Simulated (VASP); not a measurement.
# EuS (Fm-3m) in VASP: single point with PBEsol+U

Aim: the single point of EuS with PBEsol+U.

All numbers are computed with VASP 6.6.1; they aren't measurements. Logs are shortened: lines on timing, memory, paths and dates and some standing lists are left out, and cuts for length are marked.

### Step 1. The cell of the first run

It takes space group Fm-3m (No. 225, cubic). Conventional cell: a = 5.957 Å, b = 5.957 Å, c = 5.957 Å, α = 90.00°, β = 90.00°, γ = 90.00°. Eu (site symmetry m-3m) has 6 S at 2.98 Å within 3.9 Å. Within 3.9 Å of S (site symmetry m-3m) lie 6 Eu at 2.98 Å.

### Step 2. Single point, PBEsol+U, collinear spin, antiferromagnetic start

The input, INCAR:

```
SYSTEM = EuS
PREC = Accurate ; ENCUT = 600
EDIFF = 1E-6 ; ISMEAR = 0
SIGMA = 0.05 ; LREAL = .False.
LASPH = .True. ; NELM = 200
ALGO = Normal ; ISIF = 2
LWAVE = .False. ; LCHARG = .False.
ISPIN = 2 ; MAGMOM = 6.87 -6.87 0.02 -0.02
LORBIT = 11 ; LMAXMIX = 6
LDAU = .True. ; LDAUTYPE = 2
LDAUL = 3 -1 ; LDAUU = 8 0
LDAUJ = 0 0 ; LDAUPRINT = 1
GGA = PS ; NBANDS = 35
GGA_COMPAT = .False.
```

The input, KPOINTS:

```
regular mesh
0
Gamma
  6 6 6
  0 0 0
```

The input, POSCAR:

```
EuS
1.0
    0.0000000000      2.9785018700      2.9785018700
    5.9570037400      2.9785018700      2.9785018700
    5.9570037400      5.9570037400      0.0000000000
Eu S
2 2
Direct
    0.5000000000      0.5000000000      0.0000000000
    0.5000000000      0.5000000000      0.5000000000
    0.0000000000      0.0000000000      0.0000000000
    0.0000000000      0.0000000000      0.5000000000
```

Potentials or basis: VASP PAW PBE potentials, release 64 (Eu, S).

Command:

```bash
cat potpaw_PBE.64/Eu/POTCAR potpaw_PBE.64/S/POTCAR > POTCAR
mpirun -np 1 vasp_std > vasp.out
```

OUTCAR:

```text
SYSTEM = EuS
   PREC = Accurate
   ENCUT = 600
   EDIFF = 1E-6
   ISMEAR = 0
   LREAL = .False.
   LASPH = .True.
   NELM = 200
   ISIF = 2
   ISPIN = 2
   LORBIT = 11
   GGA = PS

 ion  position               nearest neighbor table
   1  0.500  0.500  0.000-   4 2.98   3 2.98   4 2.98   3 2.98   4 2.98   4 2.98
   2  0.500  0.500  0.500-   3 2.98   3 2.98   4 2.98   4 2.98   3 2.98   3 2.98
   3  0.000  0.000  0.000-   2 2.98   1 2.98   2 2.98   1 2.98   2 2.98   2 2.98
   4  0.000  0.000  0.500-   1 2.98   1 2.98   2 2.98   2 2.98   1 2.98   1 2.98

  LATTYP: Found a simple tetragonal cell.
 ALAT       =     4.2122377401
 C/A-ratio  =     1.4142135624

  Lattice vectors:

 A1 = (   0.0000000000,  -2.9785018700,   2.9785018700)
 A2 = (   0.0000000000,  -2.9785018700,  -2.9785018700)
 A3 = (   5.9570037400,   0.0000000000,   0.0000000000)

Analysis of symmetry for initial positions (statically):
=====================================================================
 Subroutine PRICEL returns following result:

  LATTYP: Found a face centered cubic cell.
 ALAT       =     5.9570037400
[... 12 lines left out ...]
 Subroutine GETGRP returns: Found 16 space group operations
 (whereof 16 operations were pure point group operations)
 out of a pool of 16 trial point group operations.

The static configuration has the point symmetry D_4h.

Analysis of symmetry for dynamics (positions and initial velocities):
=====================================================================
 Subroutine PRICEL returns following result:

  LATTYP: Found a face centered cubic cell.
 ALAT       =     5.9570037400
[... 12 lines left out ...]
 Subroutine GETGRP returns: Found 16 space group operations
 (whereof 16 operations were pure point group operations)
 out of a pool of 16 trial point group operations.

The dynamic configuration has the point symmetry D_4h.

Analysis of structural, dynamic, and magnetic symmetry:
=====================================================================
 Subroutine PRICEL returns following result:

  LATTYP: Found a face centered cubic cell.
 ALAT       =     5.9570037400
[... 12 lines left out ...]
 Subroutine GETGRP returns: Found 16 space group operations
 (whereof 16 operations were pure point group operations)
 out of a pool of 16 trial point group operations.

The overall configuration has the point symmetry D_4h.

 Subroutine INISYM returns: Found 16 space group operations
 (whereof 16 operations are pure point group operations),
 and found     2 'primitive' translations

----------------------------------------------------------------------------------------

                                     Primitive cell

[... 165 lines left out ...]
  o =  0.0023  v =  0.0000  0.0000  0.0000  0.0000  0.0000  0.0000  0.0000  0.0000 -0.0000  0.0000 -0.0000 -0.6124  0.0000  0.7906      0.0000  0.0000  0.0000  0.0000  0.0000  0.0000  0.0000  0.0000  0.0000  0.0000  0.0000  0.0000  0.0000  0.0000
  o =  0.0023  v =  0.0000  0.0000  0.0000  0.0000  0.0000  0.0000  0.0000 -0.7892  0.0000 -0.6141  0.0008 -0.0000  0.0000  0.0000      0.0000  0.0000  0.0000  0.0000  0.0000  0.0000  0.0000  0.0000  0.0000  0.0000  0.0000  0.0000  0.0000  0.0000
  o =  0.0023  v =  0.0000  0.0000  0.0000  0.0000  0.0000  0.0000  0.0000 -0.0006  0.0000 -0.0005 -1.0000  0.0000 -0.0022 -0.0000      0.0000  0.0000  0.0000  0.0000  0.0000  0.0000  0.0000  0.0000  0.0000  0.0000  0.0000  0.0000  0.0000  0.0000
  o =  0.9777  v = -0.5536  0.0000 -0.8328 -0.0050  0.0000 -0.0017  0.0000  0.0000  0.0000  0.0000  0.0000  0.0000  0.0000  0.0000      0.0000  0.0000  0.0000  0.0000  0.0000  0.0000  0.0000  0.0000  0.0000  0.0000  0.0000  0.0000  0.0000  0.0000
  o =  0.9777  v = -0.0029 -0.0000 -0.0044  0.9476  0.0000  0.3194  0.0000  0.0000  0.0000  0.0000  0.0000  0.0000  0.0000  0.0000      0.0000  0.0000  0.0000  0.0000  0.0000  0.0000  0.0000  0.0000  0.0000  0.0000  0.0000  0.0000  0.0000  0.0000
  o =  0.9780  v = -0.0000 -1.0000 -0.0000 -0.0000 -0.0000 -0.0000  0.0000  0.0000  0.0000  0.0000  0.0000  0.0000  0.0000  0.0000      0.0000  0.0000  0.0000  0.0000  0.0000  0.0000  0.0000  0.0000  0.0000  0.0000  0.0000  0.0000  0.0000  0.0000
  o =  0.9783  v =  0.0000 -0.0000 -0.0000  0.0000  0.6124 -0.0000 -0.7906  0.0000  0.0000  0.0000  0.0000  0.0000  0.0000  0.0000      0.0000  0.0000  0.0000  0.0000  0.0000  0.0000  0.0000  0.0000  0.0000  0.0000  0.0000  0.0000  0.0000  0.0000
  o =  0.9786  v = -0.0000  0.0000  0.0000 -0.0000 -0.7906  0.0000 -0.6124  0.0000  0.0000  0.0000  0.0000  0.0000  0.0000  0.0000      0.0000  0.0000  0.0000  0.0000  0.0000  0.0000  0.0000  0.0000  0.0000  0.0000  0.0000  0.0000  0.0000  0.0000
  o =  0.9786  v =  0.0054 -0.0000 -0.0036 -0.3194  0.0000  0.9476  0.0000  0.0000  0.0000  0.0000  0.0000  0.0000  0.0000  0.0000      0.0000  0.0000  0.0000  0.0000  0.0000  0.0000  0.0000  0.0000  0.0000  0.0000  0.0000  0.0000  0.0000  0.0000
  o =  0.9786  v =  0.8328 -0.0000 -0.5535  0.0021 -0.0000 -0.0061 -0.0000  0.0000  0.0000  0.0000  0.0000  0.0000  0.0000  0.0000      0.0000  0.0000  0.0000  0.0000  0.0000  0.0000  0.0000  0.0000  0.0000  0.0000  0.0000  0.0000  0.0000  0.0000

atom =   2  type =  1  l = 3

 onsite density matrix

spin component  1

  0.0017 -0.0000  0.0008  0.0000  0.0000 -0.0000  0.0000
 -0.0000  0.0001 -0.0000 -0.0000 -0.0000  0.0000 -0.0000
  0.0008 -0.0000  0.0013 -0.0000  0.0000  0.0000  0.0000
  0.0000 -0.0000 -0.0000  0.0023  0.0000  0.0000 -0.0000
  0.0000 -0.0000  0.0000  0.0000  0.0013 -0.0000 -0.0008
 -0.0000  0.0000  0.0000  0.0000 -0.0000  0.0007  0.0000
  0.0000 -0.0000  0.0000 -0.0000 -0.0008  0.0000  0.0017

spin component  2

  0.9783 -0.0000 -0.0005  0.0000 -0.0000 -0.0000 -0.0000
 -0.0000  0.9780 -0.0000 -0.0000 -0.0000 -0.0000  0.0000
 -0.0005 -0.0000  0.9780 -0.0000  0.0000  0.0000  0.0000
  0.0000 -0.0000 -0.0000  0.9778 -0.0000 -0.0003 -0.0000
 -0.0000 -0.0000  0.0000 -0.0000  0.9785 -0.0000  0.0002
 -0.0000 -0.0000  0.0000 -0.0003 -0.0000  0.9785 -0.0000
 -0.0000  0.0000  0.0000 -0.0000  0.0002 -0.0000  0.9784

 occupancies and eigenvectors

  o =  0.0001  v =  0.0000  1.0000 -0.0000 -0.0000  0.0000 -0.0000  0.0000  0.0000  0.0000  0.0000  0.0000  0.0000  0.0000  0.0000      0.0000  0.0000  0.0000  0.0000  0.0000  0.0000  0.0000  0.0000  0.0000  0.0000  0.0000  0.0000  0.0000  0.0000
  o =  0.0007  v =  0.6141 -0.0000 -0.7892 -0.0000 -0.0000  0.0018 -0.0000  0.0000  0.0000  0.0000  0.0000  0.0000  0.0000  0.0000      0.0000  0.0000  0.0000  0.0000  0.0000  0.0000  0.0000  0.0000  0.0000  0.0000  0.0000  0.0000  0.0000  0.0000
  o =  0.0007  v = -0.0011  0.0000  0.0014 -0.0022  0.0000  1.0000  0.0000  0.0000  0.0000  0.0000  0.0000  0.0000  0.0000  0.0000      0.0000  0.0000  0.0000  0.0000  0.0000  0.0000  0.0000  0.0000  0.0000  0.0000  0.0000  0.0000  0.0000  0.0000
  o =  0.0007  v =  0.0000 -0.0000 -0.0000 -0.0000  0.7906 -0.0000  0.6124  0.0000  0.0000  0.0000  0.0000  0.0000  0.0000  0.0000      0.0000  0.0000  0.0000  0.0000  0.0000  0.0000  0.0000  0.0000  0.0000  0.0000  0.0000  0.0000  0.0000  0.0000
  o =  0.0023  v =  0.0000  0.0000  0.0000 -0.0000  0.6124 -0.0000 -0.7906  0.0000  0.0000  0.0000  0.0000  0.0000  0.0000  0.0000      0.0000  0.0000  0.0000  0.0000  0.0000  0.0000  0.0000  0.0000  0.0000  0.0000  0.0000  0.0000  0.0000  0.0000
  o =  0.0023  v = -0.0012 -0.0000 -0.0009 -1.0000 -0.0000 -0.0022  0.0000  0.0000  0.0000  0.0000  0.0000  0.0000  0.0000  0.0000      0.0000  0.0000  0.0000  0.0000  0.0000  0.0000  0.0000  0.0000  0.0000  0.0000  0.0000  0.0000  0.0000  0.0000
  o =  0.0023  v = -0.7892 -0.0000 -0.6141  0.0015  0.0000  0.0000 -0.0000  0.0000  0.0000  0.0000  0.0000  0.0000  0.0000  0.0000      0.0000  0.0000  0.0000  0.0000  0.0000  0.0000  0.0000  0.0000  0.0000  0.0000  0.0000  0.0000  0.0000  0.0000
  o =  0.9777  v =  0.0000  0.0000  0.0000  0.0000  0.0000  0.0000  0.0000 -0.5482 -0.0000 -0.8248 -0.1314  0.0000 -0.0443 -0.0000      0.0000  0.0000  0.0000  0.0000  0.0000  0.0000  0.0000  0.0000  0.0000  0.0000  0.0000  0.0000  0.0000  0.0000
  o =  0.9777  v =  0.0000  0.0000  0.0000  0.0000  0.0000  0.0000  0.0000 -0.0768 -0.0000 -0.1155  0.9385 -0.0000  0.3163  0.0000      0.0000  0.0000  0.0000  0.0000  0.0000  0.0000  0.0000  0.0000  0.0000  0.0000  0.0000  0.0000  0.0000  0.0000
  o =  0.9780  v =  0.0000  0.0000  0.0000  0.0000  0.0000  0.0000  0.0000 -0.0000  1.0000 -0.0000  0.0000  0.0000  0.0000 -0.0000      0.0000  0.0000  0.0000  0.0000  0.0000  0.0000  0.0000  0.0000  0.0000  0.0000  0.0000  0.0000  0.0000  0.0000
  o =  0.9783  v =  0.0000  0.0000  0.0000  0.0000  0.0000  0.0000  0.0000  0.0000 -0.0000 -0.0000  0.0000  0.6124 -0.0000 -0.7906      0.0000  0.0000  0.0000  0.0000  0.0000  0.0000  0.0000  0.0000  0.0000  0.0000  0.0000  0.0000  0.0000  0.0000
  o =  0.9786  v =  0.0000  0.0000  0.0000  0.0000  0.0000  0.0000  0.0000 -0.0000  0.0000  0.0000  0.0000 -0.7906 -0.0000 -0.6124      0.0000  0.0000  0.0000  0.0000  0.0000  0.0000  0.0000  0.0000  0.0000  0.0000  0.0000  0.0000  0.0000  0.0000
  o =  0.9786  v =  0.0000  0.0000  0.0000  0.0000  0.0000  0.0000  0.0000  0.0106 -0.0000 -0.0071 -0.3194 -0.0000  0.9475 -0.0000      0.0000  0.0000  0.0000  0.0000  0.0000  0.0000  0.0000  0.0000  0.0000  0.0000  0.0000  0.0000  0.0000  0.0000
  o =  0.9786  v =  0.0000  0.0000  0.0000  0.0000  0.0000  0.0000  0.0000  0.8327  0.0000 -0.5535  0.0041 -0.0000 -0.0121 -0.0000      0.0000  0.0000  0.0000  0.0000  0.0000  0.0000  0.0000  0.0000  0.0000  0.0000  0.0000  0.0000  0.0000  0.0000

 number of electron      46.0000000 magnetization       0.0000000

 Free energy of the ion-electron system (eV)
  ---------------------------------------------------
  ext. energy  EPLUGINS =         0.00000000
  ---------------------------------------------------
  free energy    TOTEN  =       -39.00404270 eV

  energy without entropy =      -39.00404270  energy(sigma->0) =      -39.00404270

 E-fermi :   2.8161     XC(G=0):  -9.7497

 val. band max:        2.4708982321   @ k =   0.0000   0.0000   0.0000
 cond. band min:       3.6563274543   @ k =   0.0000   0.0000   0.0000
 fundamental gap:      1.1854292222
 Fermi energy:         2.8160556032

 spin component 1

 k-point     1 :       0.0000    0.0000    0.0000
  band No.  band energies     occupation
      1     -36.3431      1.00000
      2     -33.2219      1.00000
      3     -15.4056      1.00000
      4     -15.3192      1.00000
      5     -15.3192      1.00000
      6     -13.1627      1.00000
[... 1817 lines left out ...]
     34      10.4014      0.00000
     35      10.7617      0.00000

 [... further k-points ...]
[... 5 lines left out ...]
  --------------------------------------------------------------------------------------
  -------------------------------------------------------------------------------------
  Total       -0.6849631     -0.7189343     -0.7189343      0.0000000      0.0000000     -0.0000000
  in kB      -10.3830299    -10.8979843    -10.8979843      0.0000000      0.0000000     -0.0000000
  external PRESSURE =     -10.7263328 kB  Pullay stress =       0.0000000 kB

 VOLUME and BASIS-vectors are now :
 -----------------------------------------------------------------------------
  energy-cutoff  :      600.00
  volume of cell :      105.69
      direct lattice vectors                 reciprocal lattice vectors
     0.000000000  2.978501870  2.978501870    -0.167869628  0.167869628  0.167869628
     5.957003740  2.978501870  2.978501870     0.167869628 -0.167869628  0.167869628
     5.957003740  5.957003740  0.000000000     0.000000000  0.167869628 -0.167869628

 POSITION                                       TOTAL-FORCE (eV/Angst)
 -----------------------------------------------------------------------------------
      2.97850      2.97850      2.97850         0.000000     -0.000000      0.000000
      5.95700      5.95700      2.97850        -0.000000      0.000000     -0.000000
      0.00000      0.00000      0.00000         0.000000     -0.000000      0.000000
      2.97850      2.97850      0.00000         0.000000     -0.000000      0.000000
 -----------------------------------------------------------------------------------
    total drift:                                0.000000      0.000000      0.000000

  FREE ENERGIE OF THE ION-ELECTRON SYSTEM (eV)
  ---------------------------------------------------
  free  energy   TOTEN  =       -39.0040426988 eV

  energy  without entropy=      -39.0040426988  energy(sigma->0) =      -39.00404270

 total charge

# of ion       s       p       d       f       tot
--------------------------------------------------
    1        2.026   5.762   0.241   6.848  14.877
    2        2.026   5.762   0.241   6.848  14.877
    3        1.312   2.425   0.000   0.000   3.737
    4        1.312   2.425   0.000   0.000   3.737
--------------------------------------------------
tot          6.676  16.374   0.482  13.697  37.229

 magnetization (x)

# of ion       s       p       d       f       tot
--------------------------------------------------
    1       -0.013  -0.106   0.035   6.832   6.748
    2        0.013   0.106  -0.035  -6.832  -6.748
    3        0.002   0.019   0.000   0.000   0.021
    4       -0.002  -0.019   0.000   0.000  -0.021
--------------------------------------------------
tot          0.000   0.000  -0.000  -0.000  -0.000
```

It took 12 min on 1 thread of AMD EPYC 9R45 (Zen 5), shared host; peak memory 0.64 GiB.

Results:

| Item | Value |
| --- | --- |
| Free energy | -39.0040 eV |
| Pressure | -1.1 GPa |
| Band gap on the k mesh | 1.19 eV |
| Net moment | 0.00 μB per cell |
| Site moments | Eu +6.75, -6.75; S +0.02, -0.02 μB |
| Valence electrons inside the program's atomic spheres | Eu 14.88; S 3.74 |

Eigenvalues of the final occupation matrices:
```csv
site,spin,trace,eigenvalues
site 1 f,1,6.85,0.98 0.98 0.98 0.98 0.98 0.98 0.98
site 1 f,2,0.01,0.00 0.00 0.00 0.00 0.00 0.00 0.00
site 2 f,1,0.01,0.00 0.00 0.00 0.00 0.00 0.00 0.00
site 2 f,2,6.85,0.98 0.98 0.98 0.98 0.98 0.98 0.98
```

Caveat: the antiferromagnetic order is the one typed at the start, and another may lie lower; the PAW data sets were made with another functional, which shifts forces and pressure a little; spin-orbit coupling is left out, which moves the levels of the heavy elements.
